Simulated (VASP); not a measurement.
Wanted: the native input for a VASP 6.6.1 run.

```
Task                   : single point
Functional             : PBE
Potentials or basis    : VASP PAW PBE potentials, release 64 (Tl_d, Cu)
Cutoff                 : 520 eV
k mesh                 : 6 × 6 × 6
Occupations            : fermi-dirac, width 0.05 eV
Spin                   : no spin polarisation
Dipole correction      : no
Further INCAR settings : ALGO = Fast; EDIFF = 1e-06; NBANDS = 33
```

The structure of Tl3Cu lies in POSCAR:

```
Tl3Cu
1.0
    4.7169980000      0.0000000000      0.0000000000
    0.0000000000      4.7169980000      0.0000000000
    0.0000000000      0.0000000000      4.7169980000
Tl Cu
3 1
Direct
    0.5000000000      0.5000000000      0.0000000000
    0.5000000000      0.0000000000      0.5000000000
    0.0000000000      0.5000000000      0.5000000000
    0.0000000000      0.0000000000      0.0000000000
```

These files were run (other wordings do the same):

INCAR

```
PREC = Accurate ; ENCUT = 520
EDIFF = 1E-6 ; ISMEAR = -1
SIGMA = 0.05 ; LREAL = False
LASPH = True ; NELM = 80
ALGO = Fast ; ISIF = 2
LWAVE = False ; LCHARG = True
GGA = PE ; LELF = True
LVHAR = True ; NBANDS = 33
```

KPOINTS

```
Automatic mesh
0
Gamma
  6 6 6
```

Potentials or basis: VASP PAW PBE potentials, release 64 (Tl_d, Cu).

Run with:

```sh
$ cat potpaw_PBE.64/Tl_d/POTCAR potpaw_PBE.64/Cu/POTCAR > POTCAR
$ mpirun -np 1 vasp_std > vasp.out
```

Results of the run:

```json
{
  "Pressure": "0.0 GPa",
  "Band gap on the k mesh": "zero (band 25 reaches 7.36 eV, above the bottom of band 26 at 4.19 eV)"
}
```

Caveat: spin-orbit coupling is left out, which moves the levels of the heavy elements.

It took 42 s on 1 thread of Intel(R) Xeon(R) Platinum 8559C (Emerald Rapids), with other jobs on the host, peak memory 0.23 GiB.
